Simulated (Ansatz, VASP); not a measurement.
**Sn in VASP and in Ansatz**

File INCAR:

```
SYSTEM = Sn
ALGO = Normal ; EDIFF = 1E-6
ENCUT = 520 ; GGA = CA
ISIF = 2 ; ISMEAR = 1
LASPH = .TRUE. ; LCHARG = .FALSE.
LREAL = .FALSE. ; LWAVE = .FALSE.
NBANDS = 21 ; NELM = 80
PREC = Accurate ; SIGMA = 0.2
```

KPOINTS

```
k-points
0
G
  9 9 9
  0 0 0
```

Contents of POSCAR:

```
Sn
1.0
    0.0000000000      3.2380799619      3.2380799619
    3.2380799619      0.0000000000      3.2380799619
    3.2380799619      3.2380799619      0.0000000000
Sn
2
Direct
    0.5000000000      0.5000000000      0.5000000000
    0.7500000000      0.7500000000      0.7500000000
```

Input for Ansatz:

```yaml
crystal:
  lattice:
    - [0.0, 3.2380799619, 3.2380799619]
    - [3.2380799619, 0.0, 3.2380799619]
    - [3.2380799619, 3.2380799619, 0.0]
  atoms:
    - { symbol: Sn, position: [0.5, 0.5, 0.5] }
    - { symbol: Sn, position: [0.75, 0.75, 0.75] }
hamiltonian:
  xc: lda
  pseudopotentials:
    kind: paw
    azcp:
      Sn: "pseudopotentials/Sn.paw.azcp"
basis:
  ecutwfc: 420
  fft_grid_basis: typed
kpoints:
  mp_grid: { grid: [9, 9, 9], shift: [0, 0, 0] }
magnetization:
  spin_polarized: false
scf:
  occupations: { method: methfessel_paxton, width: 0.2 }
  lower_state_search: "off"
output:
  stress: true
```

Alike in both runs: task single point; functional LDA; k mesh 9 × 9 × 9; occupations methfessel-paxton of order 1, width 0.2 eV; no spin polarisation.

|  | VASP | Ansatz |
| --- | --- | --- |
| version | VASP 6.6.1 | Ansatz 0.2.0 |
| potentials or method | VASP PAW LDA potentials, release 64 (Sn_d), cutoff 520 eV | plane waves (420 eV) with PAW, scalar-relativistic |
| valence electrons in the cell | 28 | 28 |

|  | VASP | Ansatz | Ansatz less VASP |
| --- | --- | --- | --- |
| pressure (GPa) | 0.0 | 0.0 | -0.01 |

Ansatz warns that its potentials were made for another functional, while VASP's fit it. LDA's correlation is that of Perdew and Zunger in VASP and of Perdew and Wang (1992) in Ansatz.
